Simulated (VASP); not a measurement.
## Mg: single point with PBE

Crystal: Mg.

```
Mg
1.0
     3.30555    0.00000    0.00000
    -1.65277    2.86269    0.00000
     0.00000    0.00000    5.21033
Mg
2
Direct
  0.33333 0.66667 0.25000
  0.66667 0.33333 0.75000
```

This cell differs from its parent crystal: equal xx and yy strain of +3 %.

```yaml
Program: VASP 6.6.1
Task: single point
Functional: PBE
Potentials_or_basis: VASP PAW PBE potentials, release 64 (Mg)
Cutoff: 520 eV
k_mesh: 12 × 12 × 7
Occupations: fermi-dirac, width 0.08 eV
Spin: no spin polarisation
Dipole_correction: no
Further_INCAR_settings: ALGO = Normal; EDIFF = 1e-06; NBANDS = 9
```

The pressure is -2.3 GPa. The band gap on the k mesh is zero (bands 2 and 3 overlap by 1.87 eV).

Stress tensor (GPa, compression positive):
```
-2.55  0.00  0.00
 0.00 -2.55  0.00
 0.00  0.00 -1.92
```

Levels at points of the mesh, in eV from the Fermi level:
```tsv
k point	band 1	band 2	band 3	band 4	band 5	band 6
(0.00, 0.00, 0.00)	-6.58	-1.37	-0.93	10.18	10.18	10.28
(0.50, 0.00, 0.00)	-2.13	-2.04	2.65	3.10	3.33	3.68
```

Run time: 11 s on 1 thread of Intel(R) Xeon(R) 6975P-C (Granite Rapids), on a shared host, peak memory 0.19 GiB.

Caveat: the cell differs from its parent crystal (equal xx and yy strain of +3 %).
